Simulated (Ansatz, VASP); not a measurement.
# Two plane-wave programs on Ta

```xyz
1
Lattice="2.6838 0.0000 0.0000 0.0000 2.6838 0.0000 0.0000 0.0000 2.6838" Properties=species:S:1:pos:R:3 pbc="T T T"
Ta    0.0000    0.0000    0.0000
```

Alike in both runs: functional LDA; k mesh 12 × 12 × 12; occupations fermi-dirac, width 0.1 eV; no spin polarisation.

Ansatz relaxed the structure, and its values are those at the end. VASP's run is a single point on that final structure, the one shown.

```csv
,VASP,Ansatz
version,VASP 6.6.1,Ansatz 0.2.0
potentials or method,"VASP PAW LDA potentials, release 64 (Ta_pv), cutoff 520 eV","plane waves (420 eV) with PAW, scalar-relativistic"
valence electrons in the cell,11,13
```

VASP gave:

| Quantity | Value |
| --- | --- |
| pressure (GPa) | 0.6 |

**Question.** Estimate Ansatz's values.

**Answer.** Pressure (GPa): 0.0.

Ansatz warns that its potentials were made for another functional, while VASP's fit it. LDA's correlation is that of Perdew and Zunger in VASP and of Perdew and Wang (1992) in Ansatz. VASP's potentials hold 11 valence electrons a cell and Ansatz's 13, so a difference there can come from the potentials and not from the codes.

Spin-orbit coupling is off throughout.
